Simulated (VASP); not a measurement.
Write the native input for VASP 6.6.1 that does the following.

```yaml
Task: single point
Functional: PBEsol
Potentials_or_basis: VASP PAW PBE potentials, release 64 (Ta_pv, F)
Cutoff: 520 eV
k_mesh: 12 × 12 × 12
Occupations: gaussian, width 0.15 eV
Spin: no spin polarisation
Dipole_correction: no
Further_INCAR_settings: ALGO = Normal; EDIFF = 1e-06; NBANDS = 24
```

The structure of TaF3 lies in POSCAR:

```
TaF3
1.0
    3.7841640000      0.0000000000      0.0000000000
    0.0000000000      3.7841640000      0.0000000000
    0.0000000000      0.0000000000      3.9012000000
Ta F
1 3
Direct
    0.0000000000      0.0000000000      0.0000000000
    0.5000000000      0.0000000000      0.0000000000
    0.0000000000      0.5000000000      0.0000000000
    0.0000000000      0.0000000000      0.5000000000
```

This cell differs from its parent crystal: strain -0.030 along x and y, +0.000 along z.

One way to write it, as run:

INCAR

```
SYSTEM = TaF3
ALGO = Normal
EDIFF = 1E-6
ENCUT = 520
GGA = PS
ISIF = 2
ISMEAR = 0
LASPH = .True.
LCHARG = .False.
LREAL = .False.
LWAVE = .False.
NBANDS = 24
NELM = 60
PREC = Accurate
SIGMA = 0.15
```

KPOINTS

```
k-points
0
Gamma
  12 12 12
  0 0 0
```

Potentials or basis: VASP PAW PBE potentials, release 64 (Ta_pv, F).

Run with:

```console
$ cat potpaw_PBE.64/Ta_pv/POTCAR potpaw_PBE.64/F/POTCAR > POTCAR
$ mpirun -np 1 vasp_std > vasp.out
```

Results of the run:

The pressure is 35.4 GPa and the band gap on the k mesh is zero (bands 16 and 17 overlap by 3.37 eV).

Caveat: the cell differs from its parent crystal (strain -0.030 along x and y, +0.000 along z); the cell stands under pressure; the PAW data sets were made with another functional, which shifts forces and pressure a little; spin-orbit coupling is left out, which moves the levels of the heavy elements.

Wall time 2.9 min on 1 thread of Intel(R) Xeon(R) Platinum 8259CL CPU @ 2.50GHz (Skylake/Cascade Lake), on a shared host, peak memory 0.33 GiB.
